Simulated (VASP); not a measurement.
# B (P6/mmm) in VASP: single point with PBEsol

Aim: the single point of B with PBEsol.

Program: VASP 6.6.1. These are calculated values, not measurements. Logs are shortened: lines on timing, memory, paths and dates and some standing lists are left out, and cuts for length are marked.

**1. The cell of the first run**

The structure is hexagonal, space group P6/mmm (No. 191). The conventional cell has a = 3.226 Å, b = 3.226 Å, c = 4.067 Å, α = 90.00°, β = 90.00°, γ = 120.00°. Within 2.5 Å of B (site symmetry -6m2) lie 3 B at 1.86 Å.

This isn't the form of B at room conditions, which is rhombohedral.

**2. Single point, PBEsol**

Contents of INCAR:

```
ALGO = Normal
EDIFF = 1E-6
ENCUT = 500
GGA = PS
GGA_COMPAT = F
ISIF = 2
ISMEAR = 1
LASPH = T
LCHARG = T
LELF = T
LREAL = F
LVHAR = T
LWAVE = F
NBANDS = 10
NELM = 120
PREC = Accurate
SIGMA = 0.1
```

Contents of KPOINTS:

```
k-points
0
Gamma
  10 10 7
```

Contents of POSCAR:

```
B
1.0
    3.2264300000      0.0000000000      0.0000000000
   -1.6132150000      2.7941710000      0.0000000000
    0.0000000000      0.0000000000      4.0673920000
B
2
Direct
    0.3333333333      0.6666666667      0.5000000000
    0.6666666667      0.3333333333      0.5000000000
```

Potentials or basis: VASP PAW PBE potentials, release 64 (B).

On the command line:

```
$ cat potpaw_PBE.64/B/POTCAR > POTCAR
$ mpirun -np 1 vasp_std > vasp.out
```

OUTCAR:

```text
EDIFF = 1E-6
   ENCUT = 500
   GGA = PS
   ISIF = 2
   ISMEAR = 1
   LASPH = T
   LREAL = F
   NELM = 120
   PREC = Accurate

 ion  position               nearest neighbor table
   1  0.333  0.667  0.500-   2 1.86   2 1.86   2 1.86
   2  0.667  0.333  0.500-   1 1.86   1 1.86   1 1.86

  LATTYP: Found a hexagonal cell.
 ALAT       =     3.2264300000
 C/A-ratio  =     1.2606478368

  Lattice vectors:

 A1 = (   3.2264300000,   0.0000000000,   0.0000000000)
 A2 = (  -1.6132150000,   2.7941710000,   0.0000000000)
 A3 = (   0.0000000000,   0.0000000000,   4.0673920000)

Analysis of symmetry for initial positions (statically):
=====================================================================
 Subroutine PRICEL returns:
 Original cell was already a primitive cell.

 Routine SETGRP: Setting up the symmetry group for a
 hexagonal supercell.

 Subroutine GETGRP returns: Found 24 space group operations
 (whereof 24 operations were pure point group operations)
 out of a pool of 24 trial point group operations.

The static configuration has the point symmetry D_6h.

Analysis of symmetry for dynamics (positions and initial velocities):
=====================================================================
 Subroutine PRICEL returns:
 Original cell was already a primitive cell.

 Routine SETGRP: Setting up the symmetry group for a
 hexagonal supercell.

 Subroutine GETGRP returns: Found 24 space group operations
 (whereof 24 operations were pure point group operations)
 out of a pool of 24 trial point group operations.

The dynamic configuration has the point symmetry D_6h.

 Subroutine INISYM returns: Found 24 space group operations
 (whereof 24 operations are pure point group operations),
 and found     1 'primitive' translations

----------------------------------------------------------------------------------------

                                     Primitive cell

  volume of cell :      36.6683

  direct lattice vectors                    reciprocal lattice vectors
     3.226430000  0.000000000  0.000000000     0.309940089  0.178943952  0.000000000
    -1.613215000  2.794171000  0.000000000     0.000000000  0.357887903  0.000000000
     0.000000000  0.000000000  4.067392000     0.000000000  0.000000000  0.245857788

  length of vectors
     3.226430000  3.226430569  4.067392000     0.357887966  0.357887903  0.245857788

  position of ions in fractional coordinates (direct lattice)
     0.333333333  0.666666667  0.500000000
     0.666666667  0.333333333  0.500000000

  ion indices of the primitive-cell ions
   primitive index   ion index
                 1           1
                 2           2

----------------------------------------------------------------------------------------

 KPOINTS: k-points

Automatic generation of k-mesh.
 Grid dimensions read from file:
 generate k-points for:   10   10    7

 Generating k-lattice:

  Cartesian coordinates                     Fractional coordinates (reciprocal lattice)
     0.030994009  0.017894395  0.000000000     0.100000000  0.000000000  0.000000000
     0.000000000  0.035788790  0.000000000     0.000000000  0.100000000  0.000000000
     0.000000000  0.000000000  0.035122541     0.000000000  0.000000000  0.142857143

  Length of vectors
     0.035788797  0.035788790  0.035122541

  Shift w.r.t. Gamma in fractional coordinates (k-lattice)
     0.000000000  0.000000000  0.000000000

 Subroutine IBZKPT returns following result:
 ===========================================

 Found     56 irreducible k-points:

 Following reciprocal coordinates:
            Coordinates               Weight
  0.000000  0.000000  0.000000      1.000000
  0.100000 -0.000000  0.000000      6.000000
  0.200000 -0.000000  0.000000      6.000000
  0.300000 -0.000000  0.000000      6.000000
  0.400000 -0.000000  0.000000      6.000000
  0.500000 -0.000000  0.000000      3.000000
[... 16 lines left out ...]
  0.300000  0.100000  0.142857     24.000000
  0.400000  0.100000  0.142857     24.000000
 [... further k-points ...]
   k-points           NKPTS =     56   k-points in BZ     NKDIM =     56   number of bands    NBANDS=     10
   number of dos      NEDOS =    301   number of ions     NIONS =      2
   total plane-waves  NPLWV =  17280
   dimension x,y,z NGX =    24 NGY =   24 NGZ =   30
   dimension x,y,z NGXF=    48 NGYF=   48 NGZF=   60
   ions per type =               2
   NGX,Y,Z   is equivalent  to a cutoff of  12.37, 12.37, 12.26 a.u.
   NGXF,Y,Z  is equivalent  to a cutoff of  24.73, 24.73, 24.52 a.u.
 SYSTEM =  unknown system
   PREC   = accura    normal or accurate (medium, high low for compatibility)
   ISTART =      0    job   : 0-new  1-cont  2-samecut
   ICHARG =      2    charge: 1-file 2-atom 10-const
   ISPIN  =      1    spin polarized calculation?
   LNONCOLLINEAR =      F non collinear calculations
   LSORBIT =      F    spin-orbit coupling
   LASPH  =      T    aspherical Exc in radial PAW
   ENCUT  =  500.0 eV  36.75 Ry    6.06 a.u.   5.88  5.88  7.42*2*pi/ulx,y,z
   NELM   =    120;   NELMIN=  2; NELMDL= -5     # of ELM steps
   EDIFF  = 0.1E-05   stopping-criterion for ELM
   LREAL  =      F    real-space projection
[... 7 lines left out ...]
   TEBEG  =    0.0;   TEEND  =   0.0 temperature during run
   PSTRESS=    0.0 pullay stress
   NELECT =       6.0000    total number of electrons
   NUPDOWN=      -1.0000    fix difference up-down
   EMIN   =  10.00;   EMAX   =-10.00  energy-range for DOS
   EFERMI =   0.00;   METHOD = LEGACY
   ISMEAR =     1;   SIGMA  =   0.10  broadening in eV -4-tet -1-fermi 0-gaus
   EFERMI_NEDOS =   21; number of points for ismear=-14 and -15
   IALGO  =     38    algorithm
   IMIX   =      4    mixing-type and parameters
     AMIX     =   0.40;   BMIX     =  1.00
     AMIX_MAG =   1.60;   BMIX_MAG =  1.00
  volume/ion in A,a.u.               =      18.33       123.73
  Fermi-wavevector in a.u.,A,eV,Ry     =   0.895423  1.692104 10.908907  0.801782
  Thomas-Fermi vector in A             =   2.017753
   LORBIT       =      0    0 simple, 1 ext, 2 COOP (PROOUT), +10 PAW based schemes
   GGA     = PS    functional components
   LHFCALC =     F    Hartree Fock is set to
   AEXX    =    0.0000 exact exchange contribution
   IVDW    =     0    specifies the selected vdW correction
   LEPSILON=     F    determine dielectric tensor
   LRPA    =     F    only Hartree local field effects (RPA)
 non-spin polarized calculation
 Methfessel and Paxton  Order N= 1 SIGMA  =   0.10
  energy-cutoff  :      500.00
  volume of cell :       36.67
 maximum number of plane-waves:       946
 NGX is ok and might be reduce to    24
   NGX = 11   NGY = 11   NGZ = 15

 number of electron       5.9999999 magnetization

 Free energy of the ion-electron system (eV)
  ---------------------------------------------------
  ext. energy  EPLUGINS =         0.00000000
  ---------------------------------------------------
  free energy    TOTEN  =       -10.60136273 eV

  energy without entropy =      -10.60117791  energy(sigma->0) =      -10.60130112

 E-fermi :  -1.0040     XC(G=0):  -7.7581

 val. band max:       -1.0072849604   @ k =   0.1000   0.1000   0.4286
 cond. band min:      -0.9691508463   @ k =   0.3000  -0.0000   0.0000
 fundamental gap:      0.0381341142
 Fermi energy:        -1.0039832604

 k-point     1 :       0.0000    0.0000    0.0000
  band No.  band energies     occupation
      1     -10.1291      2.00000
      2      -1.5741      2.00000
      3       0.4774     -0.00000
      4       0.4774     -0.00000
      5       4.5516      0.00000
      6       7.1035      0.00000
      7       7.1035      0.00000
      8       7.6598      0.00000
      9       8.8783      0.00000
     10      14.6593      0.00000

 k-point     2 :       0.1000   -0.0000    0.0000
  band No.  band energies     occupation
      1      -9.9834      2.00000
      2      -1.4176      2.00000
      3      -0.1697     -0.00000
      4       0.2010     -0.00000
      5       4.7223      0.00000
      6       6.9760      0.00000
      7       7.6782      0.00000
      8       8.1493      0.00000
      9       8.4528      0.00000
     10      15.1310      0.00000

 k-point     3 :       0.2000   -0.0000    0.0000
  band No.  band energies     occupation
      1      -9.5492      2.00000
      2      -1.6327      2.00000
      3      -0.9560      0.28279
      4      -0.3920     -0.00000
      5       5.2325      0.00000
      6       6.5147      0.00000
      7       7.3534      0.00000
      8       9.1402      0.00000
      9       9.3902      0.00000
     10      15.6637      0.00000

 k-point     4 :       0.3000   -0.0000    0.0000
  band No.  band energies     occupation
      1      -8.8366      2.00000
      2      -3.3171      2.00000
      3      -0.9692      0.44823
      4      -0.2207     -0.00000
      5       5.9213      0.00000
      6       6.0188      0.00000
      7       6.0974      0.00000
      8      10.4633      0.00000
      9      11.0530      0.00000
     10      14.5247      0.00000
[... 222 lines left out ...]
 k-point    22 :       0.2000    0.1000    0.1429
  band No.  band energies     occupation
      1      -9.0723      2.00000
      2      -2.4950      2.00000
      3      -1.1024      2.04690
      4      -0.8929     -0.06627
      5       6.2397      0.00000
      6       6.4670      0.00000
      7       6.9883      0.00000
      8       8.8433      0.00000
      9      11.3235      0.00000
     10      13.6230      0.00000

 k-point    23 :       0.3000    0.1000    0.1429
  band No.  band energies     occupation
      1      -8.2354      2.00000
      2      -4.0750      2.00000
      3      -1.6595      2.00000
      4      -0.0243     -0.00000
      5       4.8072      0.00000
      6       6.5905      0.00000
      7       7.3828      0.00000
      8      10.1372      0.00000
      9      12.2441      0.00000
     10      13.0790      0.00000

 k-point    24 :       0.4000    0.1000    0.1429
  band No.  band energies     occupation
      1      -7.2202      2.00000
      2      -5.5052      2.00000
      3      -1.9478      2.00000
      4       0.8840     -0.00000
      5       3.5582      0.00000
      6       6.3720      0.00000
      7       8.5458      0.00000
      8       9.7681      0.00000
      9      12.7006      0.00000
     10      13.2416      0.00000

 [... further k-points ...]

------------------------ aborting loop because EDIFF is reached ----------------------------------------

  FORCE on cell =-STRESS in cart. coord.  units (eV):
  Direction    XX          YY          ZZ          XY          YZ          ZX
  --------------------------------------------------------------------------------------
  -------------------------------------------------------------------------------------
  Total       -5.7080440     -5.7080467     -0.6277751      0.0000000     -0.0000000      0.0000000
  in kB     -249.4058509   -249.4059681    -27.4298476      0.0000000     -0.0000000      0.0000000
  external PRESSURE =    -175.4138888 kB  Pullay stress =       0.0000000 kB

 VOLUME and BASIS-vectors are now :
 -----------------------------------------------------------------------------
  energy-cutoff  :      500.00
  volume of cell :       36.67
      direct lattice vectors                 reciprocal lattice vectors
     3.226430000  0.000000000  0.000000000     0.309940089  0.178943952  0.000000000
    -1.613215000  2.794171000  0.000000000     0.000000000  0.357887903  0.000000000
     0.000000000  0.000000000  4.067392000     0.000000000  0.000000000  0.245857788

 POSITION                                       TOTAL-FORCE (eV/Angst)
 -----------------------------------------------------------------------------------
     -0.00000      1.86278      2.03370        -0.000000      0.000000      0.000000
      1.61322      0.93139      2.03370         0.000000     -0.000000      0.000000
 -----------------------------------------------------------------------------------
    total drift:                                0.000000     -0.000000      0.000000

  FREE ENERGIE OF THE ION-ELECTRON SYSTEM (eV)
  ---------------------------------------------------
  free  energy   TOTEN  =       -10.6013627303 eV

  energy  without entropy=      -10.6011779099  energy(sigma->0) =      -10.60130112
```

It took 18 s on 1 thread of Intel Xeon 8259CL, shared host; peak memory 0.14 GiB.

Results:

* Free energy: -10.6014 eV
* Pressure: -17.5 GPa
* Band gap on the k mesh: zero (bands 3 and 4 overlap by 1.83 eV)

Stress tensor (GPa, compression positive):
```
-24.94   0.00   0.00
  0.00 -24.94   0.00
  0.00   0.00  -2.74
```

Levels at points of the mesh, in eV from the Fermi level:
| k point | band 1 | band 2 | band 3 | band 4 | band 5 | band 6 |
| --- | --- | --- | --- | --- | --- | --- |
| (0.00, 0.00, 0.00) | -9.13 | -0.57 | 1.48 | 1.48 | 5.56 | 8.11 |
| (0.50, 0.00, 0.00) | -6.05 | -4.97 | -0.49 | 2.26 | 4.75 | 6.61 |

Caveat: the stress differs along the axes, from -25 to -3 GPa; the PAW data sets were made with another functional, which shifts forces and pressure a little; this functional lacks dispersion, which binds layers or chains, so the pressure and a relaxed spacing across them are unreliable.

The gap in the log of VASP goes by the Fermi energy; the results here count the filled bands.